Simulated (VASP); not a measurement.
Set up this calculation in VASP 6.6.1, as the native input.

```
Task                   : single point
Functional             : PBE
Potentials or basis    : VASP PAW PBE potentials, release 64 (Al, O)
Cutoff                 : 520 eV
k mesh                 : 6 × 6 × 1
Occupations            : gaussian, width 0.1 eV
Spin                   : no spin polarisation
Dipole correction      : yes
Further INCAR settings : ALGO = Normal; EDIFF = 1e-06; NBANDS = 20
```

The structure of Al2O3 lies in POSCAR:

```
Al2O3
1.0
    4.2228450000      0.0000000000      0.0000000000
   -2.1114220000      3.6570910000      0.0000000000
    0.0000000000      0.0000000000     16.0000000000
Al O
2 3
Direct
    0.3333333300      0.6666666700      0.5568963000
    0.6666666700      0.3333333300      0.4431037000
    0.0000000000      0.0000000000      0.5000000000
    0.3333333300      0.6666666700      0.4423823500
    0.6666666700      0.3333333300      0.5576176500
```

One way to write it, as run:

INCAR

```
PREC = Accurate
ENCUT = 520
EDIFF = 1E-6
ISMEAR = 0
SIGMA = 0.1
LREAL = False
LASPH = True
NELM = 80
ALGO = Normal
ISIF = 2
LWAVE = False
LCHARG = False
LDIPOL = True
IDIPOL = 3
DIPOL = 0.5 0.5 0.500
GGA = PE
NBANDS = 20
```

KPOINTS

```
Automatic mesh
0
Gamma
  6 6 1
```

Potentials or basis: VASP PAW PBE potentials, release 64 (Al, O).

Command:

```console
$ cat potpaw_PBE.64/Al/POTCAR potpaw_PBE.64/O/POTCAR > POTCAR
$ mpirun -np 1 vasp_std > vasp.out
```

It gave:

- Largest force: 2.818 eV/Å
- Band gap on the k mesh: zero (band 12 reaches -2.07 eV, above the bottom of band 13 at -2.71 eV)

It took 79 s on 1 thread of AMD EPYC 7R43 64-Core Processor (Zen 3), with other jobs on the host, peak memory 0.31 GiB.
